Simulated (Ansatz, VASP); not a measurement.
One calculation of SnO2, two programs

The input INCAR:

```
  ALGO = Normal
  EDIFF = 1E-6
  ENCUT = 520
  GGA = PE
  ISIF = 2
  ISMEAR = 0
  IVDW = 12
  LASPH = T
  LCHARG = F
  LREAL = F
  LWAVE = F
  NBANDS = 35
  NELM = 100
  PREC = Accurate
  SIGMA = 0.05
```

Contents of KPOINTS:

```
k-points
0
Gamma
  12 12 4
```

Contents of POSCAR:

```
SnO2
1.0
    3.2115702651      0.0000000000      0.0000000000
   -1.6057851326      2.7813014357      0.0000000000
    0.0000000000      0.0000000000     10.3427560363
Sn O
2 4
Direct
    0.0000000000      0.0000000000      0.5000000000
    0.0000000000      0.0000000000      0.0000000000
    0.6666666667      0.3333333333      0.4018666787
    0.6666666667      0.3333333333      0.0981333213
    0.3333333333      0.6666666667      0.5981333213
    0.3333333333      0.6666666667      0.9018666787
```

Input for Ansatz:

```yaml
crystal:
  lattice:
    - [3.2115702651, 0.0, 0.0]
    - [-1.6057851326, 2.7813014357, 0.0]
    - [0.0, 0.0, 10.3427560363]
  atoms:
    - { symbol: Sn, position: [0.0, 0.0, 0.5] }
    - { symbol: Sn, position: [0.0, 0.0, 0.0] }
    - { symbol: O, position: [0.6666666667, 0.3333333333, 0.4018666787] }
    - { symbol: O, position: [0.6666666667, 0.3333333333, 0.0981333213] }
    - { symbol: O, position: [0.3333333333, 0.6666666667, 0.5981333213] }
    - { symbol: O, position: [0.3333333333, 0.6666666667, 0.9018666787] }
basis:
  ecutwfc: 420
kpoints:
  mp_grid: { grid: [12, 12, 4] }
hamiltonian:
  xc: pbe
  dispersion: d3bj
scf:
  occupations: { method: gaussian, width: 0.05 }
output:
  forces: true
  stress: true
  eigenvalues: true
  write_density: true
  write_potential: true
  elf: true
  volumetric_format: npy
```

Alike in both runs: task single point; functional PBE; dispersion D3(BJ); k mesh 12 × 12 × 4; occupations gaussian, width 0.05 eV; no spin polarisation.

|  | VASP | Ansatz |
| --- | --- | --- |
| version | VASP 6.6.1 | Ansatz 0.2.0 |
| potentials or method | VASP PAW PBE potentials, release 64 (Sn_d, O), cutoff 520 eV | scalar-relativistic, plane waves, PAW |
| valence electrons in the cell | 52 | 52 |

Ansatz gave:

```
gap on the k mesh at the Fermi level (eV)                     : 2.08
least direct gap on the mesh (eV)                             : 2.45
pressure (GPa)                                                : 0.0
traceless stress, the component that is largest in VASP (GPa) : -0.01
rms of the force components (eV/Å)                            : 0.000
```

**Question.** What did VASP give for the same quantities?

**Answer.** gap on the k mesh at the Fermi level (eV): 2.06; least direct gap on the mesh (eV): 2.43; pressure (GPa): 0.5; traceless stress, the component that is largest in VASP (GPa): -0.34; rms of the force components (eV/Å): 0.024.

Atom by atom the forces differ by 0.024 eV/Å (rms over components).
